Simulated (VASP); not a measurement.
Set up this calculation in VASP 6.6.1, as the native input.

```yaml
Task: single point
Functional: PBE
Potentials_or_basis: VASP PAW PBE potentials, release 64 (Sn_d, Se)
Cutoff: 500 eV
k_mesh: 8 × 8 × 8
Occupations: fermi-dirac, width 0.02 eV
Spin: no spin polarisation
Dipole_correction: no
Further_INCAR_settings: ALGO = Normal; EDIFF = 1e-06; NBANDS = 17
```

The structure of SnSe lies in POSCAR:

```
SnSe
1.0
    0.0000000000      2.9880032198      3.0021131517
    2.9880032198      0.0000000000      3.0021131517
    2.9880032198      2.9880032198      0.0000000000
Sn Se
1 1
Direct
    0.0000000000      0.0000000000      0.0000000000
    0.5000000000      0.5000000000      0.5000000000
```

This cell differs from its parent crystal: biaxial xy strain -0.5%.

The input as run:

INCAR

```
SYSTEM = SnSe
PREC = Accurate
ENCUT = 500
EDIFF = 1E-6
ISMEAR = -1
SIGMA = 0.02
LREAL = .FALSE.
LASPH = .TRUE.
NELM = 120
ALGO = Normal
ISIF = 2
LWAVE = .FALSE.
LCHARG = .FALSE.
GGA = PE
NBANDS = 17
GGA_COMPAT = .FALSE.
```

KPOINTS

```
regular mesh
0
G
  8 8 8
  0 0 0
```

Potentials or basis: VASP PAW PBE potentials, release 64 (Sn_d, Se).

Run with:

```console
$ cat potpaw_PBE.64/Sn_d/POTCAR potpaw_PBE.64/Se/POTCAR > POTCAR
$ mpirun -np 1 vasp_std > vasp.out
```

It gave:

- Pressure: 1.9 GPa
- Band gap on the k mesh: 0.66 eV, direct

Caveat: the cell differs from its parent crystal (biaxial xy strain -0.5%); spin-orbit coupling is left out, which moves the levels of the heavy elements.

Wall time 110 s on 1 thread of AMD EPYC 7R13, on a shared host, peak memory 0.17 GiB.
